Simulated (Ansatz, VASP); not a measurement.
One calculation of Nb, two programs

```xyz
4
Lattice="4.5876 0.0000 0.0000 -2.2938 3.9730 0.0000 0.0000 0.0000 4.6862" Properties=species:S:1:pos:R:3 pbc="T T T"
Nb    0.0000    0.0000    1.1715
Nb    0.0000    0.0000    3.5146
Nb    0.0000    2.6486    3.5146
Nb    2.2938    1.3243    1.1715
```

Alike in both runs: task relaxation of cell and atoms; functional PBE; k mesh 6 × 6 × 4; occupations gaussian, width 0.1 eV; no spin polarisation.

|  | VASP | Ansatz |
| --- | --- | --- |
| version | VASP 6.6.1 | Ansatz 0.2.0 |
| potentials or method | VASP PAW PBE potentials, release 64 (Nb_sv), cutoff 600 eV | scalar-relativistic, plane waves, PAW |
| valence electrons in the cell | 52 | 52 |

```tsv
	VASP	Ansatz	Ansatz less VASP
gap on the k mesh at the Fermi level, each at its own relaxed structure (eV)	none	none	-
relaxed volume (Å³/atom)	21.62	21.63	+0.007
relaxed length of the cell vector where the two differ most in proportion (Å)	4.800	4.802	+0.0021
```

A gap of «none» marks a metal or a gap that the smearing closes.
